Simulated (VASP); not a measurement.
Set up this calculation in VASP 6.6.1, as the native input.

```yaml
Task: single point
Functional: PBEsol
Potentials_or_basis: VASP PAW PBE potentials, release 64 (Ga_d, As)
Cutoff: 520 eV
k_mesh: 8 × 8 × 8
Occupations: gaussian, width 0.05 eV
Spin: no spin polarisation
Dipole_correction: no
Further_INCAR_settings: ALGO = Normal; EDIFF = 1e-07; NBANDS = 16
```

The structure of GaAs lies in POSCAR:

```
GaAs
1.0
    0.0000000000      2.8116166714      2.8116166714
    2.8116166714      0.0000000000      2.8116166714
    2.8116166714      2.8116166714      0.0000000000
Ga As
1 1
Direct
    0.0000000000      0.0000000000      0.0000000000
    0.7500000000      0.7500000000      0.7500000000
```

This cell differs from its parent crystal: volume scaled by 0.98.

The input as run:

INCAR

```
PREC     = Accurate       # precision mode
ENCUT    = 520            # plane-wave cutoff, eV
EDIFF    = 1E-7           # SCF threshold, eV
ISMEAR   = 0              # smearing method
SIGMA    = 0.05           # smearing width, eV
LREAL    = F              # projectors in reciprocal space
LASPH    = T              # aspherical terms in the spheres
NELM     = 60             # most SCF steps
ALGO     = Normal         # electronic algorithm
ISIF     = 2              # what is computed and relaxed
LWAVE    = F              # write WAVECAR
LCHARG   = F              # write CHGCAR
GGA      = PS             # functional
NBANDS   = 16             # bands
```

KPOINTS

```
Automatic mesh
0
Gamma
  8 8 8
```

Potentials or basis: VASP PAW PBE potentials, release 64 (Ga_d, As).

Run with:

```sh
$ cat potpaw_PBE.64/Ga_d/POTCAR potpaw_PBE.64/As/POTCAR > POTCAR
$ mpirun -np 1 vasp_std > vasp.out
```

Results of the run:

The pressure is 1.5 GPa and the band gap on the k mesh is 0.58 eV, direct.

Caveat: the PAW data sets were made with another functional, which shifts forces and pressure a little.

It took 24 s on 1 thread of AMD EPYC 7R43 64-Core Processor (Zen 3), with other jobs on the host, peak memory 0.13 GiB.
